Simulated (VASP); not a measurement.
# Al (P6_3/mmc) in VASP: notebook, part 2 of 2

VASP 6.6.1.

### 3 Relaxation of shape and atoms at fixed volume, PBE

This run uses another cell than the first one, of 9.03 Å³/atom.

Contents of INCAR:

```
SYSTEM = Al
PREC = Accurate
ENCUT = 600
EDIFF = 1E-6
ISMEAR = -1
SIGMA = 0.05
LREAL = .False.
LASPH = .True.
NELM = 80
ALGO = Normal
ISIF = 4
LWAVE = .False.
LCHARG = .False.
GGA = PE
IBRION = 2
NSW = 50
EDIFFG = -0.005
```

Contents of KPOINTS:

```
Automatic mesh
0
Gamma
  10 10 7
  0 0 0
```

Contents of POSCAR:

```
Al
1.0
    3.2131175615      0.0000000000      0.0000000000
   -1.6065587807      2.7826414336      0.0000000000
    0.0000000000      0.0000000000      4.0399523227
Al
4
Direct
    0.0000000000      0.0000000000      0.0000000000
    0.0000000000      0.0000000000      0.5000000000
    0.3333333333      0.6666666667      0.2500000000
    0.6666666667      0.3333333333      0.7500000000
```

Potentials or basis: VASP PAW PBE potentials, release 64 (Al).

Launch:

```console
$ cat potpaw_PBE.64/Al/POTCAR > POTCAR
$ mpirun -np 1 vasp_std > vasp.out
```

OUTCAR:

```text
SYSTEM = Al
   PREC = Accurate
   ENCUT = 600
   EDIFF = 1E-6
   ISMEAR = -1
   LREAL = .False.
   LASPH = .True.
   NELM = 80
   ISIF = 4
   GGA = PE
   IBRION = 2
   NSW = 50
   EDIFFG = -0.005

 ion  position               nearest neighbor table
   1  0.000  0.000  0.000-   2 2.02   2 2.02   4 2.11   3 2.11   3 2.11   4 2.11   4 2.11   3 2.11

   2  0.000  0.000  0.500-   1 2.02   1 2.02   4 2.11   3 2.11   3 2.11   4 2.11   4 2.11   3 2.11

   3  0.333  0.667  0.250-   1 2.11   2 2.11   1 2.11   2 2.11   1 2.11   2 2.11   4 2.74   4 2.74
                             4 2.74   4 2.74   4 2.74   4 2.74
   4  0.667  0.333  0.750-   1 2.11   2 2.11   1 2.11   2 2.11   1 2.11   2 2.11   3 2.74   3 2.74
                             3 2.74   3 2.74   3 2.74   3 2.74

  LATTYP: Found a hexagonal cell.
 ALAT       =     3.2131175615
 C/A-ratio  =     1.2573310019

  Lattice vectors:

 A1 = (   3.2131175615,   0.0000000000,   0.0000000000)
 A2 = (  -1.6065587807,   2.7826414336,   0.0000000000)
 A3 = (   0.0000000000,   0.0000000000,   4.0399523227)

Analysis of symmetry for initial positions (statically):
=====================================================================
 Subroutine PRICEL returns:
 Original cell was already a primitive cell.

 Routine SETGRP: Setting up the symmetry group for a
 hexagonal supercell.

 Subroutine GETGRP returns: Found 24 space group operations
 (whereof 12 operations were pure point group operations)
 out of a pool of 24 trial point group operations.

The static configuration has the point symmetry D_3d.
 The point group associated with its full space group is D_6h.

Analysis of symmetry for dynamics (positions and initial velocities):
=====================================================================
 Subroutine PRICEL returns:
 Original cell was already a primitive cell.

 Routine SETGRP: Setting up the symmetry group for a
 hexagonal supercell.

[... 155 lines left out ...]
  ---------------------------------------------------
  free energy    TOTEN  =         2.91312374 eV

  energy without entropy =        2.92511728  energy(sigma->0) =        2.91912051

------------------------ aborting loop because EDIFF is reached ----------------------------------------

  FORCE on cell =-STRESS in cart. coord.  units (eV):
  Direction    XX          YY          ZZ          XY          YZ          ZX
  --------------------------------------------------------------------------------------
  -------------------------------------------------------------------------------------
  Total       51.1191444     51.1191444     58.2088744      0.0000000     -0.0000000     -0.0000000
  in kB     2267.4308732   2267.4308732   2581.9015643      0.0000000     -0.0000000     -0.0000000
  external PRESSURE =    2372.2544369 kB  Pullay stress =       0.0000000 kB
[... 95 lines left out ...]
  FREE ENERGIE OF THE ION-ELECTRON SYSTEM (eV)
  ---------------------------------------------------
  free  energy   TOTEN  =         2.6364013997 eV

  energy  without entropy=        2.6464647841  energy(sigma->0) =        2.64143309

[... ionic steps 4 to 13 ...]

--------------------------------------- Ionic step       14  -------------------------------------------

 number of electron      12.0000002 magnetization

------------------------ aborting loop because EDIFF is reached ----------------------------------------
[... 71 lines left out ...]
--------------------------------------- Ionic step       16  -------------------------------------------

 number of electron      12.0000002 magnetization

 Free energy of the ion-electron system (eV)
  ---------------------------------------------------
  ext. energy  EPLUGINS =         0.00000000
  ---------------------------------------------------
  free energy    TOTEN  =        -5.47729854 eV

  energy without entropy =       -5.46742002  energy(sigma->0) =       -5.47235928

 E-fermi :  15.7752     XC(G=0): -12.6156

 val. band max:       15.7654144113   @ k =   0.3000   0.2000   0.2857
 cond. band min:      15.7766162273   @ k =   0.0000   0.0000   0.4286
 fundamental gap:      0.0112018160
 Fermi energy:        15.7751859578

 k-point     1 :       0.0000    0.0000    0.0000
  band No.  band energies     occupation
      1       0.0527      2.00000
      2       2.5546      2.00000
      3       2.5721      2.00000
      4       8.8759      2.00000
      5      10.7149      2.00000
      6      20.9418      0.00000
      7      20.9673      0.00000
      8      30.4878      0.00000
      9      30.4878      0.00000
     10      31.4532      0.00000
[... 287 lines left out ...]
 k-point    24 :       0.4000    0.1000    0.1429
  band No.  band energies     occupation
      1       7.2287      2.00000
      2       8.7882      2.00000
      3       9.8569      2.00000
      4      10.6273      2.00000
      5      12.4615      2.00000
      6      13.5603      2.00000
      7      14.8737      2.00000
      8      17.4993      0.00000
      9      17.9195      0.00000
     10      19.5832      0.00000

 [... further k-points ...]
[... 5 lines left out ...]
  --------------------------------------------------------------------------------------
  -------------------------------------------------------------------------------------
  Total       37.8253392     37.8253392     37.8376418      0.0000000      0.0000000     -0.0000000
  in kB     1677.7734226   1677.7734224   1678.3191143      0.0000013      0.0000000     -0.0000000
  external PRESSURE =    1677.9553198 kB  Pullay stress =       0.0000000 kB
[... 19 lines left out ...]
  FREE ENERGIE OF THE ION-ELECTRON SYSTEM (eV)
  ---------------------------------------------------
  free  energy   TOTEN  =        -5.4772985358 eV

  energy  without entropy=       -5.4674200153  energy(sigma->0) =       -5.47235928

 reached required accuracy - stopping structural energy minimisation
```

OSZICAR:

```text
N       E                     dE             d eps       ncg     rms          rms(c)
DAV:   1     0.367740360820E+02    0.36774E+02   -0.56116E+03  1128   0.113E+03
[... 111 lines left out ...]
DAV:   2    -0.547730538273E+01    0.18792E-04   -0.45294E-05  1272   0.518E-02    0.238E-02
DAV:   3    -0.547729452100E+01    0.10862E-04   -0.16154E-05  1296   0.248E-02    0.102E-03
DAV:   4    -0.547729453912E+01   -0.18127E-07   -0.25830E-07   648   0.468E-03
  15 F= -.54772945E+01 E0= -.54723300E+01  d E =-.142271E-01
       N       E                     dE             d eps       ncg     rms          rms(c)
DAV:   1    -0.547729869563E+01   -0.41746E-05   -0.53379E-05  1260   0.459E-02    0.333E-03
DAV:   2    -0.547729853583E+01    0.15980E-06   -0.34251E-07   908   0.462E-03
  16 F= -.54772985E+01 E0= -.54723593E+01  d E =-.142311E-01
```

CONTCAR:

```text
Al
   1.00000000000000
     2.3427781732635022    0.0000000008563438   -0.0000000000000001
    -1.1713890858536795    2.0289054129005462    0.0000000000000002
    -0.0000000000000001    0.0000000000000001    7.5991870228695442
  Al
     4
Direct
     0.0000000000000000    0.0000000000000000    0.0000000000000000
     0.0000000000000000    0.0000000000000000    0.5000000000000000
     0.3333333332999970    0.6666666667000030    0.2500000000000000
     0.6666666667000030    0.3333333332999970    0.7500000000000000

  0.00000000E+00  0.00000000E+00  0.00000000E+00
  0.00000000E+00  0.00000000E+00  0.00000000E+00
  0.00000000E+00  0.00000000E+00  0.00000000E+00
  0.00000000E+00  0.00000000E+00  0.00000000E+00
```

Run time: 3.2 min. Hardware: 1 thread of Intel Xeon 8259CL, shared host; peak memory 0.17 GiB.

What came out:

| Property | Result |
| --- | --- |
| Free energy | -5.4773 eV |
| Energy gained by relaxing | 2097.6 meV/atom |
| Ionic steps | 16 |
| Pressure after relaxing | 167.8 GPa |
| Band gap on the k mesh | zero (bands 6 and 7 overlap by 6.96 eV) |

The path:
| step | energy change (eV) | largest force (eV/Å) | pressure (GPa) | volume (Å³) |
| --- | --- | --- | --- | --- |
| 1 | 0.0000 | 0.0000 | 237.23 | 36.12 |
| 2 | -0.2388 | 0.0000 | 232.40 | 36.12 |
| 3 | -0.2767 | 0.0000 | 230.43 | 36.12 |
| 4 | -0.3078 | 0.0000 | 227.01 | 36.12 |
| 5 | -0.3233 | 0.0000 | 225.11 | 36.12 |
| 6 | -0.4545 | 0.0000 | 220.97 | 36.12 |
| 7 | -1.1957 | 0.0000 | 211.57 | 36.12 |
| 8 | -4.3843 | 0.0000 | 193.29 | 36.12 |
| 9 | -7.2917 | 0.0000 | 177.03 | 36.12 |
| 10 | -8.1238 | 0.0000 | 169.38 | 36.12 |
| 11 | -8.3904 | 0.0000 | 167.79 | 36.12 |
| 12 | -8.3762 | 0.0000 | 167.98 | 36.12 |
| 13 | -8.1711 | 0.0000 | 169.07 | 36.12 |
| 14 | -8.3894 | 0.0000 | 167.82 | 36.12 |
| 15 | -8.3904 | 0.0000 | 167.80 | 36.12 |
| 16 | -8.3904 | 0.0000 | 167.80 | 36.12 |

Final structure:
```xyz
4
Lattice="2.3428 0.0000 0.0000 -1.1714 2.0289 0.0000 0.0000 0.0000 7.5992" Properties=species:S:1:pos:R:3 pbc="T T T"
Al    0.0000    0.0000    0.0000
Al    0.0000    0.0000    3.7996
Al    0.0000    1.3526    1.8998
Al    1.1714    0.6763    5.6994
```

Caveat: a cell axis changed by over 15 % at a fixed basis, so the end point is rough.

### 4 Relaxation of shape and atoms at fixed volume, PBE

This run uses another cell than the first one, of 13.04 Å³/atom.

Contents of INCAR:

```
PREC = Accurate
ENCUT = 600
EDIFF = 1E-7
ISMEAR = -1
SIGMA = 0.05
LREAL = F
LASPH = T
NELM = 100
ALGO = Normal
ISIF = 4
LWAVE = F
LCHARG = F
GGA = PE
IBRION = 2
NSW = 50
EDIFFG = -0.005
```

Contents of KPOINTS:

```
regular mesh
0
Gamma
  10 10 7
```

Contents of POSCAR:

```
Al
1.0
    3.6321203474      0.0000000000      0.0000000000
   -1.8160601737      3.1455084905      0.0000000000
    0.0000000000      0.0000000000      4.5667775154
Al
4
Direct
    0.0000000000      0.0000000000      0.0000000000
    0.0000000000      0.0000000000      0.5000000000
    0.3333333333      0.6666666667      0.2500000000
    0.6666666667      0.3333333333      0.7500000000
```

Launch:

```console
$ cat potpaw_PBE.64/Al/POTCAR > POTCAR
$ mpirun -np 1 vasp_std > vasp.out
```

Wall time 87 s (1 thread of Intel Xeon 8259CL, shared host); peak memory 0.18 GiB.

The run converged. Its results:

```yaml
Free_energy: -10.2279 eV
Energy_gained_by_relaxing: 6.9 meV/atom
Ionic_steps: 4
Pressure_after_relaxing: 63.0 GPa
Band_gap_on_the_k_mesh: zero (bands 6 and 7 overlap by 3.60 eV)
```

The path:
```
step  energy change (eV)  largest force (eV/Å)  pressure (GPa)  volume (Å³)
   1              0.0000                0.0000           63.55        52.17
   2             -0.0216                0.0000           63.23        52.17
   3             -0.0274                0.0000           63.06        52.17
   4             -0.0274                0.0000           63.04        52.17
```

Final structure:
```xyz
4
Lattice="3.5834 0.0000 0.0000 -1.7917 3.1034 0.0000 0.0000 0.0000 4.6917" Properties=species:S:1:pos:R:3 pbc="T T T"
Al    0.0000    0.0000    0.0000
Al    0.0000    0.0000    2.3458
Al    0.0000    2.0689    1.1729
Al    1.7917    1.0345    3.5188
```

Levels at points of the mesh, in eV from the Fermi level:
| k point | band 4 | band 5 | band 6 | band 7 | band 8 | band 9 |
| --- | --- | --- | --- | --- | --- | --- |
| (0.00, 0.00, 0.00) | 0.01 | 0.01 | 1.29 | 1.29 | 3.07 | 5.38 |
| (0.50, 0.00, 0.00) | -2.79 | -2.65 | -2.25 | -1.90 | -0.36 | 2.87 |

### 5 Summary

| cell | gap on the mesh (eV) | pressure (GPa) |
| --- | --- | --- |
| relaxed from a = 3.089, b = 3.089, c = 3.884 Å, angles 90.0, 90.0, 120.0°, 4 atoms | none | 252.6 |
| relaxed from a = 3.213, b = 3.213, c = 4.040 Å, angles 90.0, 90.0, 120.0°, 4 atoms | none | 167.8 |
| relaxed from a = 3.632, b = 3.632, c = 4.567 Å, angles 90.0, 90.0, 120.0°, 4 atoms | none | 63.0 |

Alike in all rows: task relaxation of shape and atoms at fixed volume; level PBE; potentials or basis VASP PAW PBE potentials, release 64 (Al); no spin polarisation; k mesh 10 × 10 × 7; cutoff (eV) 600; smearing fermi-dirac 0.05 eV.

Caveats: a cell axis changed by over 15 % at a fixed basis, so the end point is rough (at least some runs).

Absolute energies hang on the potentials; compare differences alone.
